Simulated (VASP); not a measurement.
A run of VASP 6.6.1 is set up as follows.

File INCAR:

```
  PREC = Accurate
  ENCUT = 520
  EDIFF = 1E-7
  ISMEAR = 0
  SIGMA = 0.1
  LREAL = False
  LASPH = True
  NELM = 150
  ALGO = Normal
  ISIF = 2
  LWAVE = False
  LCHARG = True
  ISPIN = 2
  MAGMOM = 0 1 0 0 0 0 0 0 0 0
  LORBIT = 11
  LMAXMIX = 4
  GGA = PE
  LELF = True
  LVHAR = True
  NBANDS = 44
```

Contents of KPOINTS:

```
Automatic mesh
0
Gamma
  4 4 4
```

Contents of POSCAR:

```
ZnPdC4N4
1.0
    6.0777606883      0.0000000000      0.0000000000
    0.0000000000      6.0777606883      0.0000000000
    0.0000000000      0.0000000000      6.0777606883
Zn Pd C N
1 1 4 4
Direct
    0.0000000000      0.0000000000      0.0000000000
    0.5000000000      0.5000000000      0.5000000000
    0.1906034647      0.1906034647      0.1906034647
    0.1906034647      0.8093965353      0.8093965353
    0.8093965353      0.1906034647      0.8093965353
    0.8093965353      0.8093965353      0.1906034647
    0.3014431361      0.3014431361      0.3014431361
    0.3014431361      0.6985568639      0.6985568639
    0.6985568639      0.3014431361      0.6985568639
    0.6985568639      0.6985568639      0.3014431361
```

Potentials or basis: VASP PAW PBE potentials, release 64 (Zn, Pd, C, N).

Launch:

```bash
$ cat potpaw_PBE.64/Zn/POTCAR potpaw_PBE.64/Pd/POTCAR potpaw_PBE.64/C/POTCAR potpaw_PBE.64/N/POTCAR > POTCAR
$ mpirun -np 1 vasp_std > vasp.out
```

Task: Estimate the pressure.

Result: 0.4 GPa.

Task: Estimate the band gap on the k mesh.

Result: Zero (filled and empty bands overlap).

Task: What does it give for the largest force?

Result: 0.401 eV/Å.

Forces on the atoms (eV/Å):
```
Zn   0.000  0.000  0.000
Pd   0.000  0.000  0.000
C   -0.200 -0.200 -0.200
C   -0.200  0.200  0.200
C    0.200 -0.200  0.200
C    0.200  0.200 -0.200
N    0.231  0.231  0.231
N    0.231 -0.231 -0.231
N   -0.231  0.231 -0.231
N   -0.231 -0.231  0.231
```
